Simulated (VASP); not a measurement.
A run of VASP 6.6.1 is set up as follows.

INCAR

```
ALGO = Fast ; EDIFF = 1E-6
ENCUT = 520 ; GGA = PE
ISIF = 2 ; ISMEAR = 0
ISPIN = 2 ; LASPH = T
LCHARG = F ; LMAXMIX = 6
LORBIT = 11 ; LREAL = F
LWAVE = F ; MAGMOM = 7.86
NBANDS = 18 ; NELM = 150
PREC = Accurate ; SIGMA = 0.05
```

The input KPOINTS:

```
k-points
0
Gamma
  6 6 6
```

POSCAR

```
Eu
1.0
   -2.1973685841      2.1973685841      2.1973685841
    2.1973685841     -2.1973685841      2.1973685841
    2.1973685841      2.1973685841     -2.1973685841
Eu
1
Direct
    0.0000000000      0.0000000000      0.0000000000
```

Potentials or basis: VASP PAW PBE potentials, release 64 (Eu).

Run with:

```console
$ cat potpaw_PBE.64/Eu/POTCAR > POTCAR
$ mpirun -np 1 vasp_std > vasp.out
```

Q: Estimate the net moment.

A: 7.49 μB per cell.

Q: Predict the site moments.

A: Eu +6.73 μB.

Q: What does it give for the pressure?

A: -0.3 GPa.

 The state reached can hang on the start; a lower one may exist.
